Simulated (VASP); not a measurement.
GaSb: single point with r2SCAN

The system is GaSb.

```xyz
2
Lattice="0.0000 3.0512 3.0659 3.0512 0.0000 3.0659 3.0512 3.0512 0.0000" Properties=species:S:1:pos:R:3 pbc="T T T"
Ga    0.0000    0.0000    0.0000
Sb    1.5256    1.5256    1.5329
```

This cell differs from its parent crystal: biaxial xy strain -0.5%.

```yaml
Program: VASP 6.6.1
Task: single point
Functional: r2SCAN
Potentials_or_basis: VASP PAW PBE potentials, release 64 (Ga_d, Sb_d_GW)
Cutoff: 550 eV
k_mesh: 8 × 8 × 8
Occupations: fermi-dirac, width 0.02 eV
Spin: no spin polarisation
Dipole_correction: no
Second_run: valence_matched
Further_INCAR_settings: ALGO = Normal; EDIFF = 1e-06; NBANDS = 21
```

- Pressure: 0.5 GPa
- Band gap on the k mesh: 0.46 eV, direct

Stress tensor (GPa, compression positive):
```
0.62 0.00 0.00
0.00 0.62 0.00
0.00 0.00 0.37
```

Levels at points of the mesh, in eV from the valence-band top:
```csv
k point,band 11,band 12,band 13,band 14,band 15,band 16,band 17,band 18
"(0.00, 0.00, 0.00)",-11.96,-0.03,0.00,0.00,0.46,2.98,2.98,2.99
"(0.50, 0.00, 0.00)",-10.23,-6.60,-1.24,-1.21,0.68,4.01,4.03,6.93
"(0.50, 0.50, 0.00)",-9.36,-7.07,-2.69,-2.69,1.14,1.50,9.31,9.31
"(0.50, 0.00, 0.50)",-9.34,-7.05,-2.72,-2.72,1.10,1.46,9.31,9.32
```

Run time: 4.9 min on 1 thread of Intel(R) Xeon(R) Platinum 8259CL CPU @ 2.50GHz (Skylake/Cascade Lake), with other jobs on the host, peak memory 0.29 GiB.

Caveat: the cell differs from its parent crystal (biaxial xy strain -0.5%); the PAW data sets were made with another functional, which shifts forces and pressure a little; spin-orbit coupling is left out, which moves the levels of the heavy elements. A k mesh can miss the band edges.
